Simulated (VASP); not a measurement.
# BaTiO3 (P1) in VASP: single point with PBEsol

Aim: the single point of BaTiO3 with PBEsol.

All numbers are computed with VASP 6.6.1; they aren't measurements. Logs are shortened: lines on timing, memory, paths and dates and some standing lists are left out, and cuts for length are marked.

## (1) The cell of the first run

The typed cell holds 5 atoms: a = 4.000 Å, b = 4.000 Å, c = 4.018 Å, α = 90.00°, β = 90.00°, γ = 90.00°.

## (2) Single point, PBEsol (atoms moved at random)

Contents of INCAR:

```
SYSTEM = BaTiO3
ALGO = Normal
EDIFF = 1E-7
ENCUT = 520
GGA = PS
ISIF = 2
ISMEAR = -1
LASPH = .True.
LCHARG = .True.
LELF = .True.
LREAL = .False.
LVHAR = .True.
LWAVE = .False.
NBANDS = 28
NELM = 80
PREC = Accurate
SIGMA = 0.05
```

Contents of KPOINTS:

```
k-points
0
Gamma
  7 7 7
  0 0 0
```

Contents of POSCAR:

```
BaTiO3
1.0
    3.9998000000      0.0000000000      0.0000000000
    0.0000000000      3.9998000000      0.0000000000
    0.0000000000      0.0000000000      4.0180000000
Ba Ti O
1 1 3
Direct
   -0.0099110000      0.0153840000     -0.0038750000
    0.4968850000      0.5003450000      0.4933810000
   -0.0036910000      0.5004510000      0.5125520000
    0.5134300000      0.0004610000      0.5216300000
    0.5064820000      0.4930380000      0.0246330000
```

Potentials or basis: VASP PAW PBE potentials, release 64 (Ba_sv, Ti_sv, O).

Started as:

```console
> cat potpaw_PBE.64/Ba_sv/POTCAR potpaw_PBE.64/Ti_sv/POTCAR potpaw_PBE.64/O/POTCAR > POTCAR
> mpirun -np 1 vasp_std > vasp.out
```

OUTCAR:

```text
SYSTEM = BaTiO3
   EDIFF = 1E-7
   ENCUT = 520
   GGA = PS
   ISIF = 2
   ISMEAR = -1
   LASPH = .True.
   LREAL = .False.
   NELM = 80
   PREC = Accurate

 ion  position               nearest neighbor table
   1  0.990  0.015  0.996-   4 2.70   5 2.72   3 2.75   5 2.82   3 2.83   4 2.83   3 2.84   4 2.85
                             5 2.85   3 2.92   5 2.94   4 2.97   2 3.41   2 3.43   2 3.44   2 3.46
   2  0.497  0.500  0.493-   5 1.88   3 2.00   3 2.00   4 2.00   4 2.00   5 2.14   1 3.41   1 3.43
                             1 3.44   1 3.46   1 3.48   1 3.50   1 3.51   1 3.53
   3  0.996  0.500  0.513-   2 2.00   2 2.00   1 2.75   1 2.83   1 2.84   1 2.92
   4  0.513  0.000  0.522-   2 2.00   2 2.00   1 2.70   1 2.83   1 2.85   1 2.97
   5  0.506  0.493  0.025-   2 1.88   2 2.14   1 2.72   1 2.82   1 2.85   1 2.94

  LATTYP: Found a simple tetragonal cell.
 ALAT       =     3.9998000000
 C/A-ratio  =     1.0045502275

  Lattice vectors:

 A1 = (   3.9998000000,   0.0000000000,   0.0000000000)
 A2 = (   0.0000000000,   3.9998000000,   0.0000000000)
 A3 = (   0.0000000000,   0.0000000000,   4.0180000000)

Analysis of symmetry for initial positions (statically):
=====================================================================
 Subroutine PRICEL returns:
 Original cell was already a primitive cell.

 Routine SETGRP: Setting up the symmetry group for a
 simple tetragonal supercell.

 Subroutine GETGRP returns: Found  1 space group operations
 (whereof  1 operations were pure point group operations)
 out of a pool of 16 trial point group operations.

The static configuration has the point symmetry C_1 .

Analysis of symmetry for dynamics (positions and initial velocities):
=====================================================================
 Subroutine PRICEL returns:
 Original cell was already a primitive cell.

 Routine SETGRP: Setting up the symmetry group for a
 simple tetragonal supercell.

 Subroutine GETGRP returns: Found  1 space group operations
 (whereof  1 operations were pure point group operations)
 out of a pool of 16 trial point group operations.

The dynamic configuration has the point symmetry C_1 .

 Subroutine INISYM returns: Found  1 space group operations
 (whereof  1 operations are pure point group operations),
 and found     1 'primitive' translations

----------------------------------------------------------------------------------------

                                     Primitive cell

  volume of cell :      64.2816

  direct lattice vectors                    reciprocal lattice vectors
     3.999800000  0.000000000  0.000000000     0.250012501  0.000000000  0.000000000
     0.000000000  3.999800000  0.000000000     0.000000000  0.250012501  0.000000000
     0.000000000  0.000000000  4.018000000     0.000000000  0.000000000  0.248880040

  length of vectors
     3.999800000  3.999800000  4.018000000     0.250012501  0.250012501  0.248880040

  position of ions in fractional coordinates (direct lattice)
     0.990089000  0.015384000  0.996125000
     0.496885000  0.500345000  0.493381000
     0.996309000  0.500451000  0.512552000
     0.513430000  0.000461000  0.521630000
     0.506482000  0.493038000  0.024633000

  ion indices of the primitive-cell ions
   primitive index   ion index
                 1           1
                 2           2
                 3           3
                 4           4
                 5           5

----------------------------------------------------------------------------------------

 KPOINTS: k-points

Automatic generation of k-mesh.
 Grid dimensions read from file:
 generate k-points for:    7    7    7

 Generating k-lattice:

  Cartesian coordinates                     Fractional coordinates (reciprocal lattice)
     0.035716072  0.000000000  0.000000000     0.142857143  0.000000000  0.000000000
     0.000000000  0.035716072  0.000000000     0.000000000  0.142857143  0.000000000
     0.000000000  0.000000000  0.035554291     0.000000000  0.000000000  0.142857143

  Length of vectors
     0.035716072  0.035716072  0.035554291

  Shift w.r.t. Gamma in fractional coordinates (k-lattice)
     0.000000000  0.000000000  0.000000000

 Subroutine IBZKPT returns following result:
 ===========================================

 Found    172 irreducible k-points:

 Following reciprocal coordinates:
            Coordinates               Weight
  0.000000  0.000000  0.000000      1.000000
  0.142857  0.000000  0.000000      2.000000
  0.000000  0.142857  0.000000      2.000000
  0.285714  0.000000  0.000000      2.000000
  0.000000  0.285714  0.000000      2.000000
  0.428571  0.000000  0.000000      2.000000
[... 16 lines left out ...]
  0.285714  0.428571  0.000000      2.000000
  0.428571  0.428571  0.000000      2.000000
 [... further k-points ...]
   k-points           NKPTS =    172   k-points in BZ     NKDIM =    172   number of bands    NBANDS=     28
   number of dos      NEDOS =    301   number of ions     NIONS =      5
   total plane-waves  NPLWV =  27000
   dimension x,y,z NGX =    30 NGY =   30 NGZ =   30
   dimension x,y,z NGXF=    60 NGYF=   60 NGZF=   60
   ions per type =               1   1   3
   NGX,Y,Z   is equivalent  to a cutoff of  12.47, 12.47, 12.41 a.u.
   NGXF,Y,Z  is equivalent  to a cutoff of  24.94, 24.94, 24.83 a.u.
 SYSTEM =  BaTiO3
   PREC   = accura    normal or accurate (medium, high low for compatibility)
   ISTART =      0    job   : 0-new  1-cont  2-samecut
   ICHARG =      2    charge: 1-file 2-atom 10-const
   ISPIN  =      1    spin polarized calculation?
   LNONCOLLINEAR =      F non collinear calculations
   LSORBIT =      F    spin-orbit coupling
   LASPH  =      T    aspherical Exc in radial PAW
   ENCUT  =  520.0 eV  38.22 Ry    6.18 a.u.   7.44  7.44  7.47*2*pi/ulx,y,z
   NELM   =     80;   NELMIN=  2; NELMDL= -5     # of ELM steps
   EDIFF  = 0.1E-06   stopping-criterion for ELM
   LREAL  =      F    real-space projection
   EDIFFG = 0.1E-05   stopping-criterion for IOM
   NSW    =      0    number of steps for IOM
   IBRION =     -1    ionic relax: 0-MD 1-quasi-New 2-CG
   NFREE  =      0    steps in history (QN), initial steepest desc. (CG)
   ISIF   =      2    stress and relaxation
   ISYM   =      2    0-nonsym 1-usesym 2-fastsym
   POTIM  = 0.5000    time-step for ionic-motion
   TEBEG  =    0.0;   TEEND  =   0.0 temperature during run
   PSTRESS=    0.0 pullay stress
   NELECT =      40.0000    total number of electrons
   NUPDOWN=      -1.0000    fix difference up-down
   EMIN   =  10.00;   EMAX   =-10.00  energy-range for DOS
   EFERMI =   0.00;   METHOD = LEGACY
   ISMEAR =    -1;   SIGMA  =   0.05  broadening in eV -4-tet -1-fermi 0-gaus
   EFERMI_NEDOS =   21; number of points for ismear=-14 and -15
   IALGO  =     38    algorithm
   IMIX   =      4    mixing-type and parameters
     AMIX     =   0.40;   BMIX     =  1.00
     AMIX_MAG =   1.60;   BMIX_MAG =  1.00
  volume/ion in A,a.u.               =      12.86        86.76
  Fermi-wavevector in a.u.,A,eV,Ry     =   1.397653  2.641181 26.578078  1.953434
  Thomas-Fermi vector in A             =   2.520888
   LORBIT       =      0    0 simple, 1 ext, 2 COOP (PROOUT), +10 PAW based schemes
   GGA     = PS    functional components
   LHFCALC =     F    Hartree Fock is set to
   AEXX    =    0.0000 exact exchange contribution
   IVDW    =     0    specifies the selected vdW correction
   LEPSILON=     F    determine dielectric tensor
   LRPA    =     F    only Hartree local field effects (RPA)
 non-spin polarized calculation
  energy-cutoff  :      520.00
  volume of cell :       64.28
 maximum number of plane-waves:      1755
 NGX is ok and might be reduce to    30
   NGX = 15   NGY = 15   NGZ = 15

 number of electron      40.0000003 magnetization

 Free energy of the ion-electron system (eV)
  ---------------------------------------------------
  ext. energy  EPLUGINS =         0.00000000
  ---------------------------------------------------
  free energy    TOTEN  =       -41.94715367 eV

  energy without entropy =      -41.94715367  energy(sigma->0) =      -41.94715367

 E-fermi :   4.5834     XC(G=0): -11.4956

 val. band max:        3.6094094107   @ k =   0.4286  -0.4286   0.4286
 cond. band min:       5.4504456772   @ k =   0.0000   0.0000   0.0000
 fundamental gap:      1.8410362665
 Fermi energy:         4.5833878073

 k-point     1 :       0.0000    0.0000    0.0000
  band No.  band energies     occupation
      1     -52.6303      2.00000
      2     -28.9915      2.00000
      3     -28.9540      2.00000
      4     -28.9521      2.00000
      5     -21.0901      2.00000
      6     -13.1479      2.00000
[... 20 lines left out ...]
     27       8.6733      0.00000
     28      10.7806      0.00000

 k-point     2 :       0.1429    0.0000    0.0000
  band No.  band energies     occupation
      1     -52.6301      2.00000
      2     -28.9911      2.00000
      3     -28.9643      2.00000
      4     -28.9518      2.00000
      5     -21.0672      2.00000
      6     -13.1661      2.00000
[... 20 lines left out ...]
     27       9.0537      0.00000
     28      11.2701      0.00000

 k-point     3 :       0.0000    0.1429    0.0000
  band No.  band energies     occupation
      1     -52.6301      2.00000
      2     -28.9911      2.00000
      3     -28.9624      2.00000
      4     -28.9536      2.00000
      5     -21.0673      2.00000
      6     -13.1664      2.00000
[... 20 lines left out ...]
     27       9.0545      0.00000
     28      11.2691      0.00000

 k-point     4 :       0.2857    0.0000    0.0000
  band No.  band energies     occupation
      1     -52.6297      2.00000
      2     -28.9906      2.00000
      3     -28.9869      2.00000
      4     -28.9508      2.00000
      5     -21.0148      2.00000
      6     -13.2671      2.00000
[... 578 lines left out ...]
     27      12.0359      0.00000
     28      12.4499      0.00000

 k-point    23 :       0.2857    0.4286    0.0000
  band No.  band energies     occupation
      1     -52.6287      2.00000
      2     -29.0012      2.00000
      3     -28.9885      2.00000
      4     -28.9841      2.00000
      5     -20.9227      2.00000
      6     -13.0853      2.00000
[... 20 lines left out ...]
     27      11.9689      0.00000
     28      12.5066      0.00000

 k-point    24 :       0.4286    0.4286    0.0000
  band No.  band energies     occupation
      1     -52.6283      2.00000
      2     -29.0024      2.00000
      3     -28.9999      2.00000
      4     -28.9873      2.00000
      5     -20.8944      2.00000
      6     -12.9131      2.00000
[... 20 lines left out ...]
     27      11.7623      0.00000
     28      13.3768      0.00000

 [... further k-points ...]

------------------------ aborting loop because EDIFF is reached ----------------------------------------

  FORCE on cell =-STRESS in cart. coord.  units (eV):
  Direction    XX          YY          ZZ          XY          YZ          ZX
  --------------------------------------------------------------------------------------
  -------------------------------------------------------------------------------------
  Total       -0.6888241     -0.8538891     -0.2581945     -0.0880639     -0.0787348      0.1885755
  in kB      -17.1685022    -21.2826438     -6.4353340     -2.1949368     -1.9624156      4.7001253
  external PRESSURE =     -14.9621600 kB  Pullay stress =       0.0000000 kB

 VOLUME and BASIS-vectors are now :
 -----------------------------------------------------------------------------
  energy-cutoff  :      520.00
  volume of cell :       64.28
      direct lattice vectors                 reciprocal lattice vectors
     3.999800000  0.000000000  0.000000000     0.250012501  0.000000000  0.000000000
     0.000000000  3.999800000  0.000000000     0.000000000  0.250012501  0.000000000
     0.000000000  0.000000000  4.018000000     0.000000000  0.000000000  0.248880040

 POSITION                                       TOTAL-FORCE (eV/Angst)
 -----------------------------------------------------------------------------------
      3.96016      0.06153      4.00243         0.271322     -0.406731      0.241240
      1.98744      2.00128      1.98240        -0.002084      0.172521     -0.282569
      3.98504      2.00170      2.05943         0.439027      0.065537      0.062779
      2.05362      0.00184      2.09591        -0.425038     -0.049212     -0.129293
      2.02583      1.97205      0.09898        -0.283226      0.217885      0.107842
 -----------------------------------------------------------------------------------
    total drift:                               -0.000257     -0.000180     -0.000000

  FREE ENERGIE OF THE ION-ELECTRON SYSTEM (eV)
  ---------------------------------------------------
  free  energy   TOTEN  =       -41.9471536676 eV

  energy  without entropy=      -41.9471536667  energy(sigma->0) =      -41.94715367
```

Run time: 10 min. Hardware: 1 thread of AMD EPYC 7R13, shared host; peak memory 0.37 GiB.

What came out:

```yaml
Free_energy: -41.9472 eV
Pressure: -1.5 GPa
Largest_force: 0.545 eV/Å
Band_gap_on_the_k_mesh: 1.84 eV (least direct gap 2.02 eV)
```

Forces on the atoms (eV/Å):
```
Ba   0.271 -0.407  0.241
Ti  -0.002  0.173 -0.283
O    0.439  0.066  0.063
O   -0.425 -0.049 -0.129
O   -0.283  0.218  0.108
```

Stress tensor (GPa, compression positive):
```
-1.72 -0.22  0.47
-0.22 -2.13 -0.20
 0.47 -0.20 -0.64
```

Caveat: the cell differs from its parent crystal (atoms moved at random); the PAW data sets were made with another functional, which shifts forces and pressure a little; spin-orbit coupling is left out, which moves the levels of the heavy elements; an odd mesh through Γ misses points on the zone boundary, where band edges can lie.
